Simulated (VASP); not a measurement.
Write the native input for VASP 6.6.1 that does the following.

```yaml
Task: single point
Functional: PBE
Potentials_or_basis: VASP PAW PBE potentials, release 64 (O)
Cutoff: 520 eV
k_mesh: 12 × 12 × 12
Occupations: fermi-dirac, width 0.01 eV
Spin: no spin polarisation
Dipole_correction: no
Further_INCAR_settings: ALGO = Normal; EDIFF = 1e-06; NBANDS = 13
```

The structure of O lies in POSCAR:

```
O
1.0
    0.0000000000      2.0790661029      3.2996437827
    1.4583698480      0.0000000000      3.2996437827
    1.4583698480      2.0790661029      0.0000000000
O
2
Direct
    0.0871000000      0.0871000000      0.9129000000
    0.9129000000      0.9129000000      0.0871000000
```

One way to write it, as run:

INCAR

```
SYSTEM = O
PREC = Accurate ; ENCUT = 520
EDIFF = 1E-6 ; ISMEAR = -1
SIGMA = 0.01 ; LREAL = .FALSE.
LASPH = .TRUE. ; NELM = 60
ALGO = Normal ; ISIF = 2
LWAVE = .FALSE. ; LCHARG = .FALSE.
GGA = PE ; NBANDS = 13
```

KPOINTS

```
Automatic mesh
0
G
  12 12 12
  0 0 0
```

Potentials or basis: VASP PAW PBE potentials, release 64 (O).

Command:

```bash
$ cat potpaw_PBE.64/O/POTCAR > POTCAR
$ mpirun -np 1 vasp_std > vasp.out
```

It gave:

The pressure is 25.8 GPa and the largest force is 7.600 eV/Å. The band gap on the k mesh is zero (bands 6 and 7 overlap by 1.88 eV).

Caveat: the standard files for N, O and F lose accuracy on very short bonds; spin is off for a triplet molecule; the cell stands under pressure; this functional lacks dispersion, which holds the molecules together, so the pressure and a relaxed volume are unreliable; forces of over 1 eV/Å act on the atoms, so gaps and moduli don't describe the material at rest.

Run time: 48 s on 1 thread of Intel(R) Xeon(R) Platinum 8488C (Sapphire Rapids), on a shared host, peak memory 0.18 GiB.
